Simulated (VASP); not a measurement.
Set up this calculation in VASP 6.6.1, as the native input.

* Task: single point
* Functional: PBEsol
* Potentials or basis: VASP PAW PBE potentials, release 64 (Si, C)
* Cutoff: 520 eV
* k mesh: 8 × 8 × 1
* Occupations: gaussian, width 0.05 eV
* Spin: collinear spin
* Starting moments: [0.0, 0.0, 0.0, 0.0, 0.0, 0.0, 2.0] μB
* Dipole correction: yes
* Further INCAR settings: ALGO = Normal; EDIFF = 1e-06; NBANDS = 27

The structure of Si6C lies in POSCAR:

```
Si6C
1.0
    3.8417168285      0.0000000000      0.0000000000
    0.0000000000      3.8417168285      0.0000000000
    0.0000000000      0.0000000000     25.7912600521
Si C
6 1
Direct
    0.0000000000      0.5000000000      0.3295690084
    0.0000000000      0.0000000000      0.3822322752
    0.5000000000      0.0000000000      0.4348955421
    0.5000000000      0.5000000000      0.4871290477
    0.0000000000      0.5000000000      0.5403982211
    0.0000000000      0.0000000000      0.5921070366
    0.0000000000      0.0000000000      0.6625941774
```

The input as run:

INCAR

```
SYSTEM = Si6C
PREC = Accurate
ENCUT = 520
EDIFF = 1E-6
ISMEAR = 0
SIGMA = 0.05
LREAL = .False.
LASPH = .True.
NELM = 150
ALGO = Normal
ISIF = 2
LWAVE = .False.
LCHARG = .False.
ISPIN = 2
MAGMOM = 0 0 0 0 0 0 2
LORBIT = 11
LDIPOL = .True.
IDIPOL = 3
DIPOL = 0.5 0.5 0.490
GGA = PS
NBANDS = 27
KPAR = 4
```

KPOINTS

```
Automatic mesh
0
Gamma
  8 8 1
  0 0 0
```

Potentials or basis: VASP PAW PBE potentials, release 64 (Si, C).

The run is started by

```console
$ cat potpaw_PBE.64/Si/POTCAR potpaw_PBE.64/C/POTCAR > POTCAR
$ mpirun -np 4 vasp_std > vasp.out
```

Results of the run:

| Quantity | Value |
| --- | --- |
| Largest force | 0.123 eV/Å |
| Net moment | 0.72 μB per cell |
| Site moments | Si +0.00, -0.00, +0.01 (each value once); C +0.31 μB |
| Valence electrons inside the program's atomic spheres | Si 1.58, 1.68, 1.71 (each value once); C 2.10 |

Caveat: a moment this small can come from the mesh or the smearing; the PAW data sets were made with another functional, which shifts forces and pressure a little.

Run time: 3.5 min on 4 MPI ranks on Intel(R) Xeon(R) 6975P-C (Granite Rapids), with other jobs on the host, peak memory 0.82 GiB a rank.
